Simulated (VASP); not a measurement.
Write the native input for VASP 6.6.1 that does the following.

- Task: single point
- Functional: r2SCAN
- Potentials or basis: VASP PAW PBE potentials, release 64 (Mo_sv)
- Cutoff: 520 eV
- k mesh: 22 × 22 × 22
- Occupations: gaussian, width 0.15 eV
- Spin: no spin polarisation
- Dipole correction: no
- Further INCAR settings: ALGO = Normal; EDIFF = 1e-06; NBANDS = 13

Mo:

```
Mo
1.0
    -1.61813    1.61813    1.59457
     1.61813   -1.61813    1.59457
     1.61813    1.61813   -1.59457
Mo
1
Direct
  0.00000 0.00000 0.00000
```

This cell differs from its parent crystal: strain +0.030 along x and y, +0.015 along z.

These files were run (other wordings do the same):

POSCAR

```
Mo
1.0
   -1.6181300000      1.6181300000      1.5945650000
    1.6181300000     -1.6181300000      1.5945650000
    1.6181300000      1.6181300000     -1.5945650000
Mo
1
Direct
    0.0000000000      0.0000000000      0.0000000000
```

INCAR.step1

```
ALGO     = Normal         # electronic algorithm
EDIFF    = 1E-4           # SCF threshold, eV
ENCUT    = 520            # plane-wave cutoff, eV
GGA      = PE             # functional
ISMEAR   = 0              # smearing method
LASPH    = True           # aspherical terms in the spheres
LCHARG   = False          # write CHGCAR
LREAL    = False          # projectors in reciprocal space
LWAVE    = True           # write WAVECAR
NBANDS   = 13             # bands
NELM     = 60             # most SCF steps
PREC     = Accurate       # precision mode
SIGMA    = 0.15           # smearing width, eV
```

INCAR.step2

```
ALGO     = Normal         # electronic algorithm
EDIFF    = 1E-6           # SCF threshold, eV
ENCUT    = 520            # plane-wave cutoff, eV
ISIF     = 2              # what is computed and relaxed
ISMEAR   = 0              # smearing method
ISTART   = 1            
LASPH    = True           # aspherical terms in the spheres
LCHARG   = True           # write CHGCAR
LELF     = True           # ELF
LMIXTAU  = True         
LREAL    = False          # projectors in reciprocal space
LVHAR    = True         
LWAVE    = False          # write WAVECAR
METAGGA  = R2SCAN         # meta-GGA
NBANDS   = 13             # bands
NELM     = 60             # most SCF steps
PREC     = Accurate       # precision mode
SIGMA    = 0.15           # smearing width, eV
```

KPOINTS

```
k-points
0
Gamma
  22 22 22
```

Potentials or basis: VASP PAW PBE potentials, release 64 (Mo_sv).

The run is started by

```sh
$ cat potpaw_PBE.64/Mo_sv/POTCAR > POTCAR
$ cp INCAR.step1 INCAR
$ mpirun -np 1 vasp_std > vasp.out
$ cp INCAR.step2 INCAR
$ mpirun -np 1 vasp_std > vasp.out
```

Results of the run:

```
Pressure               : -14.6 GPa
Band gap on the k mesh : zero (band 7 reaches 15.26 eV, above the bottom of band 8 at 10.24 eV)
```

Caveat: the cell differs from its parent crystal (strain +0.030 along x and y, +0.015 along z); the PAW data sets were made with another functional, which shifts forces and pressure a little.

Run time: 9.7 min on 1 thread of AMD EPYC 7R13 Processor (Zen 3), on a shared host, peak memory 0.26 GiB.
